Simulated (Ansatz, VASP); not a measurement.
## One calculation of Sb, two programs

File INCAR:

```
SYSTEM = Sb
PREC = Accurate
ENCUT = 520
EDIFF = 1E-6
ISMEAR = -1
SIGMA = 0.1
LREAL = .False.
LASPH = .True.
NELM = 100
ALGO = Normal
ISIF = 2
LWAVE = .False.
LCHARG = .True.
GGA = PS
LELF = .True.
LVHAR = .True.
NBANDS = 12
```

The input KPOINTS:

```
regular mesh
0
Gamma
  12 12 7
  0 0 0
```

Contents of POSCAR:

```
Sb
1.0
    3.2242543806      0.0000000000      0.0000000000
   -1.6121271903      2.7922862019      0.0000000000
    0.0000000000      0.0000000000      5.3315073467
Sb
2
Direct
    0.3333333333      0.6666666667      0.2500000000
    0.6666666667      0.3333333333      0.7500000000
```

Input for Ansatz:

```yaml
crystal:
  lattice:
    - [3.2242543806, 0.0, 0.0]
    - [-1.6121271903, 2.7922862019, 0.0]
    - [0.0, 0.0, 5.3315073467]
  atoms:
    - { symbol: Sb, position: [0.3333333333, 0.6666666667, 0.25] }
    - { symbol: Sb, position: [0.6666666667, 0.3333333333, 0.75] }
hamiltonian:
  xc: pbesol
  pseudopotentials:
    kind: paw
    azcp:
      Sb: "pseudopotentials/Sb.paw.azcp"
basis:
  ecutwfc: 420
  fft_grid_basis: typed
kpoints:
  mp_grid: { grid: [12, 12, 7], shift: [0, 0, 0] }
magnetization:
  spin_polarized: false
scf:
  occupations: { method: fermi_dirac, width: 0.1 }
  lower_state_search: "off"
output:
  stress: true
```

Alike in both runs: task single point; functional PBEsol; k mesh 12 × 12 × 7; occupations fermi-dirac, width 0.1 eV; no spin polarisation.

|  | VASP | Ansatz |
| --- | --- | --- |
| version | VASP 6.6.1 | Ansatz 0.2.0 |
| potentials or method | VASP PAW PBE potentials, release 64 (Sb), cutoff 520 eV | plane waves (420 eV) with PAW, scalar-relativistic |
| valence electrons in the cell | 10 | 30 |

|  | VASP | Ansatz | Ansatz less VASP |
| --- | --- | --- | --- |
| pressure (GPa) | 7.1 | 7.1 | -0.06 |
| traceless stress, the component that is largest in VASP (GPa) | -1.51 | -1.48 | +0.032 |

VASP's potentials were made for PBE, not for PBEsol, and Ansatz warns of the same on its side. With one functional, cell and mesh, what is left measures potentials, basis and numerics. VASP's potentials hold 10 valence electrons a cell and Ansatz's 30, so a difference there can come from the potentials and not from the codes.

Neither program's run includes spin-orbit coupling.
